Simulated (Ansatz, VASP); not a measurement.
**One calculation of Sr2C, two programs**

Contents of POSCAR:

```
Sr2C
1.0
    0.0000000000      3.3601424502      3.3601424502
    3.3601424502      0.0000000000      3.3601424502
    3.3601424502      3.3601424502      0.0000000000
C Sr
1 2
Direct
    0.0000000000      0.0000000000      0.0000000000
    0.2500000000      0.2500000000      0.2500000000
    0.7500000000      0.7500000000      0.7500000000
```

INCAR.step1

```
SYSTEM = Sr2C
ALGO     = Normal         ! electronic algorithm
EDIFF    = 1E-5           ! SCF threshold, eV
ENCUT    = 520            ! plane-wave cutoff, eV
GGA      = PE             ! functional
ISIF     = 2              ! what is computed and relaxed
ISMEAR   = -1             ! smearing method
LASPH    = .True.         ! aspherical terms in the spheres
LREAL    = .False.        ! projectors in reciprocal space
LWAVE    = .True.         ! write WAVECAR
NBANDS   = 19             ! bands
NELM     = 100            ! most SCF steps
PREC     = Accurate       ! precision mode
SIGMA    = 0.02           ! smearing width, eV
```

Contents of INCAR.step2:

```
SYSTEM = Sr2C
AEXX     = 0.15           ! exact-exchange fraction
ALGO     = Normal         ! electronic algorithm
EDIFF    = 1E-7           ! SCF threshold, eV
ENCUT    = 520            ! plane-wave cutoff, eV
GGA      = PE             ! functional
HFSCREEN = 0.3            ! screening, 1/A
ISIF     = 2              ! what is computed and relaxed
ISMEAR   = -1             ! smearing method
ISTART   = 1            
LASPH    = .True.         ! aspherical terms in the spheres
LCHARG   = .True.         ! write CHGCAR
LELF     = .True.         ! ELF
LHFCALC  = .True.         ! exact exchange
LREAL    = .False.        ! projectors in reciprocal space
LVHAR    = .True.       
LWAVE    = .False.        ! write WAVECAR
NBANDS   = 19             ! bands
NELM     = 100            ! most SCF steps
PREC     = Accurate       ! precision mode
PRECFOCK = Normal       
SIGMA    = 0.02           ! smearing width, eV
```

Contents of KPOINTS:

```
k-points
0
Gamma
  4 4 4
  0 0 0
```

Input for Ansatz:

```yaml
crystal:
  lattice:
    - [0.0, 3.3601424502, 3.3601424502]
    - [3.3601424502, 0.0, 3.3601424502]
    - [3.3601424502, 3.3601424502, 0.0]
  atoms:
    - { symbol: C, position: [0.0, 0.0, 0.0] }
    - { symbol: Sr, position: [0.25, 0.25, 0.25] }
    - { symbol: Sr, position: [0.75, 0.75, 0.75] }
kpoints:
  mp_grid: { grid: [4, 4, 4] }
hamiltonian:
  xc: { exchange: pbe, correlation: pbe, exx: { coeff: 0.15, omega: 0.3 } }
scf:
  occupations: { method: fermi_dirac, width: 0.02 }
  n_extra_bands: 4
output:
  forces: true
  stress: true
  eigenvalues: true
```

Alike in both runs: task single point; functional PBE-based screened hybrid; k mesh 4 × 4 × 4; occupations fermi-dirac, width 0.02 eV; no spin polarisation.

|  | VASP | Ansatz |
| --- | --- | --- |
| version | VASP 6.6.1 | Ansatz 0.2.0 |
| potentials or method | VASP PAW PBE potentials, release 64 (C, Sr_sv) | plane waves |
| plane-wave cutoff (eV) | 520 | 420 |
| valence electrons in the cell | 24 | 24 |

|  | VASP | Ansatz | Ansatz less VASP |
| --- | --- | --- | --- |
| pressure (GPa) | 0.5 | 0.4 | -0.18 |

VASP's potentials were made for PBE, not for PBE-based screened hybrid. Ansatz's warnings: stress exchange threshold loose, stress scf threshold loose.
